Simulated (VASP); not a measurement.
# Ti2C (Fd-3m) in VASP: a series of runs

The runs below take Ti2C through single point, with r2SCAN.

Everything below comes from runs of VASP 6.6.1. Logs are shortened: lines on timing, memory, paths and dates and some standing lists are left out, and cuts for length are marked.

### 1 The cell of the first run

Symmetry: Fd-3m, No. 227, cubic system. Conventional cell: a = 8.899 Å, b = 8.899 Å, c = 8.899 Å, α = 90.00°, β = 90.00°, γ = 90.00°. Within 3.0 Å of Ti (site symmetry 3m) lie 3 C at 2.14 Å and 3 Ti at 2.91 Å. C (site symmetry -3m) has 6 Ti at 2.14 Å within 2.8 Å.

### 2 Single point, r2SCAN (14.68 Å³/atom)

File POSCAR:

```
Ti2C
1.0
    0.0000000000      4.4492988304      4.4492988304
    4.4492988304      0.0000000000      4.4492988304
    4.4492988304      4.4492988304      0.0000000000
Ti C
8 4
Direct
    0.8465036121      0.3844987960      0.3844987960
    0.3844987960      0.3844987960      0.3844987960
    0.3844987960      0.3844987960      0.8465036121
    0.8655012040      0.4034963879      0.8655012040
    0.8655012040      0.8655012040      0.8655012040
    0.4034963879      0.8655012040      0.8655012040
    0.8655012040      0.8655012040      0.4034963879
    0.3844987960      0.8465036121      0.3844987960
    0.6250000000      0.6250000000      0.6250000000
    0.1250000000      0.6250000000      0.6250000000
    0.6250000000      0.6250000000      0.1250000000
    0.6250000000      0.1250000000      0.6250000000
```

File INCAR.step1:

```
PREC     = Accurate       # precision mode
ENCUT    = 520            # plane-wave cutoff, eV
ISMEAR   = 0              # smearing method
SIGMA    = 0.1            # smearing width, eV
LREAL    = False          # projectors in reciprocal space
LASPH    = True           # aspherical terms in the spheres
NELM     = 60             # most SCF steps
NBANDS   = 68             # bands
GGA      = PE             # functional
ALGO     = Normal         # electronic algorithm
EDIFF    = 1E-4           # SCF threshold, eV
LWAVE    = True           # write WAVECAR
LCHARG   = False          # write CHGCAR
```

File INCAR.step2:

```
PREC     = Accurate       # precision mode
ENCUT    = 520            # plane-wave cutoff, eV
EDIFF    = 1E-7           # SCF threshold, eV
ISMEAR   = 0              # smearing method
SIGMA    = 0.1            # smearing width, eV
LREAL    = False          # projectors in reciprocal space
LASPH    = True           # aspherical terms in the spheres
NELM     = 60             # most SCF steps
ALGO     = Normal         # electronic algorithm
ISIF     = 2              # what is computed and relaxed
LWAVE    = False          # write WAVECAR
LCHARG   = True           # write CHGCAR
METAGGA  = R2SCAN         # meta-GGA
LMIXTAU  = True         
LELF     = True           # ELF
LVHAR    = True         
NBANDS   = 68             # bands
ISTART   = 1
```

File KPOINTS:

```
regular mesh
0
Gamma
  8 8 8
```

Potentials or basis: VASP PAW PBE potentials, release 64 (Ti_sv, C).

On the command line:

```sh
$ cat potpaw_PBE.64/Ti_sv/POTCAR potpaw_PBE.64/C/POTCAR > POTCAR
$ cp INCAR.step1 INCAR
$ mpirun -np 1 vasp_std > vasp.out
$ cp INCAR.step2 INCAR
$ mpirun -np 1 vasp_std > vasp.out
```

OUTCAR:

```text
PREC = Accurate
   ENCUT = 520
   EDIFF = 1E-7
   ISMEAR = 0
   LREAL = False
   LASPH = True
   NELM = 60
   ISIF = 2
   METAGGA = R2SCAN
   ISTART = 1

 ion  position               nearest neighbor table
   1  0.847  0.384  0.384-   9 2.14  11 2.14  12 2.14   2 2.91   3 2.91   8 2.91
   2  0.384  0.384  0.384-  10 2.14  12 2.14  11 2.14   1 2.91   3 2.91   8 2.91
   3  0.384  0.384  0.847-   9 2.14  10 2.14  12 2.14   1 2.91   2 2.91   8 2.91
   4  0.866  0.403  0.866-   9 2.14  10 2.14  11 2.14   5 2.91   6 2.91   7 2.91
   5  0.866  0.866  0.866-  10 2.14  12 2.14  11 2.14   4 2.91   6 2.91   7 2.91
   6  0.403  0.866  0.866-   9 2.14  11 2.14  12 2.14   4 2.91   5 2.91   7 2.91
   7  0.866  0.866  0.403-   9 2.14  10 2.14  12 2.14   4 2.91   5 2.91   6 2.91
   8  0.384  0.847  0.384-   9 2.14  10 2.14  11 2.14   1 2.91   2 2.91   3 2.91
   9  0.625  0.625  0.625-   1 2.14   3 2.14   4 2.14   6 2.14   7 2.14   8 2.14
  10  0.125  0.625  0.625-   2 2.14   5 2.14   4 2.14   3 2.14   7 2.14   8 2.14
  11  0.625  0.625  0.125-   2 2.14   5 2.14   4 2.14   1 2.14   6 2.14   8 2.14
  12  0.625  0.125  0.625-   2 2.14   5 2.14   3 2.14   1 2.14   6 2.14   7 2.14

  LATTYP: Found a face centered cubic cell.
 ALAT       =     8.8985976608

  Lattice vectors:

 A1 = (   0.0000000000,   4.4492988304,   4.4492988304)
 A2 = (   4.4492988304,   0.0000000000,   4.4492988304)
 A3 = (   4.4492988304,   4.4492988304,   0.0000000000)

Analysis of symmetry for initial positions (statically):
=====================================================================
 Subroutine PRICEL returns:
 Original cell was already a primitive cell.

 Routine SETGRP: Setting up the symmetry group for a
 face centered cubic supercell.

 Subroutine GETGRP returns: Found 48 space group operations
 (whereof 24 operations were pure point group operations)
 out of a pool of 48 trial point group operations.

The static configuration has the point symmetry T_d .
 The point group associated with its full space group is O_h .

Analysis of symmetry for dynamics (positions and initial velocities):
=====================================================================
 Subroutine PRICEL returns:
 Original cell was already a primitive cell.

 Routine SETGRP: Setting up the symmetry group for a
 face centered cubic supercell.

 Subroutine GETGRP returns: Found 48 space group operations
 (whereof 24 operations were pure point group operations)
 out of a pool of 48 trial point group operations.

The dynamic configuration has the point symmetry T_d .
 The point group associated with its full space group is O_h .

 Subroutine INISYM returns: Found 48 space group operations
 (whereof 24 operations are pure point group operations),
 and found     1 'primitive' translations

----------------------------------------------------------------------------------------

                                     Primitive cell

  volume of cell :     176.1590

  direct lattice vectors                    reciprocal lattice vectors
     0.000000000  4.449298830  4.449298830    -0.112377257  0.112377257  0.112377257
     4.449298830  0.000000000  4.449298830     0.112377257 -0.112377257  0.112377257
     4.449298830  4.449298830  0.000000000     0.112377257  0.112377257 -0.112377257

  length of vectors
     6.292258749  6.292258749  6.292258749     0.194643119  0.194643119  0.194643119

  position of ions in fractional coordinates (direct lattice)
     0.846503612  0.384498796  0.384498796
     0.384498796  0.384498796  0.384498796
     0.384498796  0.384498796  0.846503612
     0.865501204  0.403496388  0.865501204
     0.865501204  0.865501204  0.865501204
     0.403496388  0.865501204  0.865501204
     0.865501204  0.865501204  0.403496388
     0.384498796  0.846503612  0.384498796
     0.625000000  0.625000000  0.625000000
     0.125000000  0.625000000  0.625000000
     0.625000000  0.625000000  0.125000000
     0.625000000  0.125000000  0.625000000

  ion indices of the primitive-cell ions
   primitive index   ion index
                 1           1
                 2           2
                 3           3
                 4           4
                 5           5
                 6           6
                 7           7
                 8           8
                 9           9
                10          10
                11          11
                12          12

----------------------------------------------------------------------------------------

 KPOINTS: regular mesh

Automatic generation of k-mesh.
 Grid dimensions read from file:
 generate k-points for:    8    8    8

 Generating k-lattice:

  Cartesian coordinates                     Fractional coordinates (reciprocal lattice)
    -0.014047157  0.014047157  0.014047157     0.125000000  0.000000000  0.000000000
     0.014047157 -0.014047157  0.014047157     0.000000000  0.125000000  0.000000000
     0.014047157  0.014047157 -0.014047157     0.000000000  0.000000000  0.125000000

  Length of vectors
     0.024330390  0.024330390  0.024330390

  Shift w.r.t. Gamma in fractional coordinates (k-lattice)
     0.000000000  0.000000000  0.000000000

 Subroutine IBZKPT returns following result:
 ===========================================

 Found     29 irreducible k-points:

 Following reciprocal coordinates:
            Coordinates               Weight
  0.000000  0.000000  0.000000      1.000000
  0.125000  0.000000  0.000000      8.000000
  0.250000  0.000000  0.000000      8.000000
  0.375000  0.000000  0.000000      8.000000
  0.500000  0.000000  0.000000      4.000000
  0.125000  0.125000  0.000000      6.000000
[... 16 lines left out ...]
  0.500000  0.250000  0.125000     48.000000
 -0.375000  0.250000  0.125000     24.000000
 [... further k-points ...]
   k-points           NKPTS =     29   k-points in BZ     NKDIM =     29   number of bands    NBANDS=     68
   number of dos      NEDOS =    301   number of ions     NIONS =     12
   total plane-waves  NPLWV = 110592
   dimension x,y,z NGX =    48 NGY =   48 NGZ =   48
   dimension x,y,z NGXF=    96 NGYF=   96 NGZF=   96
   ions per type =               8   4
   NGX,Y,Z   is equivalent  to a cutoff of  12.68, 12.68, 12.68 a.u.
   NGXF,Y,Z  is equivalent  to a cutoff of  25.36, 25.36, 25.36 a.u.
 SYSTEM =  unknown system
   PREC   = accura    normal or accurate (medium, high low for compatibility)
   ISTART =      1    job   : 0-new  1-cont  2-samecut
   ICHARG =      0    charge: 1-file 2-atom 10-const
   ISPIN  =      1    spin polarized calculation?
   LNONCOLLINEAR =      F non collinear calculations
   LSORBIT =      F    spin-orbit coupling
   LASPH  =      T    aspherical Exc in radial PAW
   ENCUT  =  520.0 eV  38.22 Ry    6.18 a.u.  11.70 11.70 11.70*2*pi/ulx,y,z
   NELM   =     60;   NELMIN=  2; NELMDL=  0     # of ELM steps
   EDIFF  = 0.1E-06   stopping-criterion for ELM
   LREAL  =      F    real-space projection
   EDIFFG = 0.1E-05   stopping-criterion for IOM
   NSW    =      0    number of steps for IOM
   IBRION =     -1    ionic relax: 0-MD 1-quasi-New 2-CG
   NFREE  =      0    steps in history (QN), initial steepest desc. (CG)
   ISIF   =      2    stress and relaxation
   ISYM   =      2    0-nonsym 1-usesym 2-fastsym
   POTIM  = 0.5000    time-step for ionic-motion
   TEBEG  =    0.0;   TEEND  =   0.0 temperature during run
   PSTRESS=    0.0 pullay stress
   NELECT =     112.0000    total number of electrons
   NUPDOWN=      -1.0000    fix difference up-down
   EMIN   =  10.00;   EMAX   =-10.00  energy-range for DOS
   EFERMI =   0.00;   METHOD = LEGACY
   ISMEAR =     0;   SIGMA  =   0.10  broadening in eV -4-tet -1-fermi 0-gaus
   EFERMI_NEDOS =   21; number of points for ismear=-14 and -15
   IALGO  =     38    algorithm
   IMIX   =      4    mixing-type and parameters
     AMIX     =   0.40;   BMIX     =  1.00
     AMIX_MAG =   1.60;   BMIX_MAG =  1.00
  volume/ion in A,a.u.               =      14.68        99.06
  Fermi-wavevector in a.u.,A,eV,Ry     =   1.407708  2.660183 26.961876  1.981642
  Thomas-Fermi vector in A             =   2.529940
   LORBIT       =      0    0 simple, 1 ext, 2 COOP (PROOUT), +10 PAW based schemes
   METAGGA = R2SCAN    functional components
   LHFCALC =     F    Hartree Fock is set to
   AEXX    =    0.0000 exact exchange contribution
   IVDW    =     0    specifies the selected vdW correction
   LEPSILON=     F    determine dielectric tensor
   LRPA    =     F    only Hartree local field effects (RPA)
 non-spin polarized calculation
 Gauss-broadening in eV      SIGMA  =   0.10
  energy-cutoff  :      520.00
  volume of cell :      176.16
 maximum number of plane-waves:      4766
   NGX = 23   NGY = 23   NGZ = 23

 number of electron     112.0000012 magnetization

 Free energy of the ion-electron system (eV)
  ---------------------------------------------------
  ext. energy  EPLUGINS =         0.00000000
  ---------------------------------------------------
  free energy    TOTEN  =      -151.80598354 eV

  energy without entropy =     -151.78232335  energy(sigma->0) =     -151.79415345

 E-fermi :   7.2744     XC(G=0): -12.1076

 val. band max:        7.2539508951   @ k =   0.2500   0.2500   0.0000
 cond. band min:       7.2810995693   @ k =   0.3750   0.3750   0.0000
 fundamental gap:      0.0271486742
 Fermi energy:         7.2743757512

 k-point     1 :       0.0000    0.0000    0.0000
  band No.  band energies     occupation
      1     -52.0452      2.00000
      2     -51.9944      2.00000
      3     -51.9767      2.00000
      4     -51.9767      2.00000
      5     -51.9767      2.00000
      6     -51.9600      2.00000
[... 60 lines left out ...]
     67       9.9552      0.00000
     68       9.9688      0.00000
[... 1631 lines left out ...]
     67       9.4416      0.00000
     68       9.4942      0.00000

 [... further k-points ...]
[... 5 lines left out ...]
  --------------------------------------------------------------------------------------
  -------------------------------------------------------------------------------------
  Total      -11.9055817    -11.9055817    -11.9055817      0.0000000      0.0000000      0.0000000
  in kB     -108.2820524   -108.2820524   -108.2820524      0.0000000      0.0000000      0.0000000
  external PRESSURE =    -108.2820524 kB  Pullay stress =       0.0000000 kB

 VOLUME and BASIS-vectors are now :
 -----------------------------------------------------------------------------
  energy-cutoff  :      520.00
  volume of cell :      176.16
      direct lattice vectors                 reciprocal lattice vectors
     0.000000000  4.449298830  4.449298830    -0.112377257  0.112377257  0.112377257
     4.449298830  0.000000000  4.449298830     0.112377257 -0.112377257  0.112377257
     4.449298830  4.449298830  0.000000000     0.112377257  0.112377257 -0.112377257

 POSITION                                       TOTAL-FORCE (eV/Angst)
 -----------------------------------------------------------------------------------
      3.42150      5.47710      5.47710        -0.053620      0.053620      0.053620
      3.42150      3.42150      3.42150        -0.053620     -0.053620     -0.053620
      5.47710      5.47710      3.42150         0.053620      0.053620     -0.053620
      5.64615      7.70175      5.64615        -0.053620      0.053620     -0.053620
      7.70175      7.70175      7.70175         0.053620      0.053620      0.053620
      7.70175      5.64615      5.64615         0.053620     -0.053620     -0.053620
      5.64615      5.64615      7.70175        -0.053620     -0.053620      0.053620
      5.47710      3.42150      5.47710         0.053620     -0.053620      0.053620
      5.56162      5.56162      5.56162        -0.000000     -0.000000     -0.000000
      5.56162      3.33697      3.33697        -0.000000     -0.000000     -0.000000
      3.33697      3.33697      5.56162        -0.000000     -0.000000     -0.000000
      3.33697      5.56162      3.33697        -0.000000     -0.000000     -0.000000
 -----------------------------------------------------------------------------------
    total drift:                                0.000000      0.000000      0.000000

  FREE ENERGIE OF THE ION-ELECTRON SYSTEM (eV)
  ---------------------------------------------------
  free  energy   TOTEN  =      -151.8059835439 eV

  energy  without entropy=     -151.7823233469  energy(sigma->0) =     -151.79415345
```

Run time: 68 min. Hardware: 1 thread of Intel Xeon 8259CL, shared host; peak memory 0.52 GiB.

Results:

| Item | Value |
| --- | --- |
| Free energy | -151.8060 eV |
| Pressure | -10.8 GPa |
| Largest force | 0.093 eV/Å |
| Band gap on the k mesh | zero (bands 56 and 57 overlap by 0.21 eV) |

Forces in eV/Å, atoms in the order of the input:
```
Ti  -0.054  0.054  0.054
Ti  -0.054 -0.054 -0.054
Ti   0.054  0.054 -0.054
Ti  -0.054  0.054 -0.054
Ti   0.054  0.054  0.054
Ti   0.054 -0.054 -0.054
Ti  -0.054 -0.054  0.054
Ti   0.054 -0.054  0.054
C    0.000  0.000  0.000
C    0.000  0.000  0.000
C    0.000  0.000  0.000
C    0.000  0.000  0.000
```

Caveat: the cell stands under tension; the PAW data sets were made with another functional, which shifts forces and pressure a little.

### 3 Single point, r2SCAN (12.54 Å³/atom)

This run uses another cell than the first one, of 12.54 Å³/atom.

File POSCAR:

```
Ti2C
1.0
    0.0000000000      4.2221789053      4.2221789053
    4.2221789053      0.0000000000      4.2221789053
    4.2221789053      4.2221789053      0.0000000000
Ti C
8 4
Direct
    0.8617745692      0.3794084769      0.3794084769
    0.3794084769      0.3794084769      0.3794084769
    0.3794084769      0.3794084769      0.8617745692
    0.8705915231      0.3882254308      0.8705915231
    0.8705915231      0.8705915231      0.8705915231
    0.3882254308      0.8705915231      0.8705915231
    0.8705915231      0.8705915231      0.3882254308
    0.3794084769      0.8617745692      0.3794084769
    0.6250000000      0.6250000000      0.6250000000
    0.1250000000      0.6250000000      0.6250000000
    0.6250000000      0.6250000000      0.1250000000
    0.6250000000      0.1250000000      0.6250000000
```

File INCAR.step1:

```
PREC = Accurate ; ENCUT = 520
ISMEAR = 0 ; SIGMA = 0.1
LREAL = False ; LASPH = True
NELM = 60 ; NBANDS = 68
GGA = PE ; ALGO = Normal
EDIFF = 1E-4 ; LWAVE = True
LCHARG = False
```

File INCAR.step2:

```
PREC = Accurate ; ENCUT = 520
EDIFF = 1E-6 ; ISMEAR = 0
SIGMA = 0.1 ; LREAL = False
LASPH = True ; NELM = 60
ALGO = Normal ; ISIF = 2
LWAVE = False ; LCHARG = False
METAGGA = R2SCAN ; LMIXTAU = True
NBANDS = 68 ; ISTART = 1
```

KPOINTS is that of step 2.

Potentials or basis: VASP PAW PBE potentials, release 64 (Ti_sv, C).

On the command line:

```sh
$ cat potpaw_PBE.64/Ti_sv/POTCAR potpaw_PBE.64/C/POTCAR > POTCAR
$ cp INCAR.step1 INCAR
$ mpirun -np 1 vasp_std > vasp.out
$ cp INCAR.step2 INCAR
$ mpirun -np 1 vasp_std > vasp.out
```

Wall time 20 min (1 thread of Intel Xeon Platinum 8488C (Sapphire Rapids), shared host); peak memory 0.48 GiB.

The run converged. Its results:

```yaml
Free_energy: -152.0595 eV
Pressure: 11.2 GPa
Largest_force: 0.091 eV/Å
Band_gap_on_the_k_mesh: zero (bands 56 and 57 overlap by 0.30 eV)
```

Forces in eV/Å, atoms in the order of the input:
```
Ti  -0.053  0.053  0.053
Ti  -0.053 -0.053 -0.053
Ti   0.053  0.053 -0.053
Ti  -0.053  0.053 -0.053
Ti   0.053  0.053  0.053
Ti   0.053 -0.053 -0.053
Ti  -0.053 -0.053  0.053
Ti   0.053 -0.053  0.053
C    0.000  0.000  0.000
C    0.000  0.000  0.000
C    0.000  0.000  0.000
C    0.000  0.000  0.000
```

Levels at points of the mesh, in eV from the Fermi level:
```csv
k point,band 54,band 55,band 56,band 57,band 58,band 59
"(0.00, 0.00, 0.00)",-0.93,-0.93,0.19,0.88,0.88,0.88
"(0.50, 0.00, 0.00)",-0.75,-0.75,-0.24,0.29,0.90,0.90
"(0.50, 0.50, 0.00)",-0.62,-0.48,-0.48,0.40,0.40,0.42
```

Caveat: the cell stands under pressure; the PAW data sets were made with another functional, which shifts forces and pressure a little.

The gap in the log of VASP goes by the Fermi energy; the results here count the filled bands.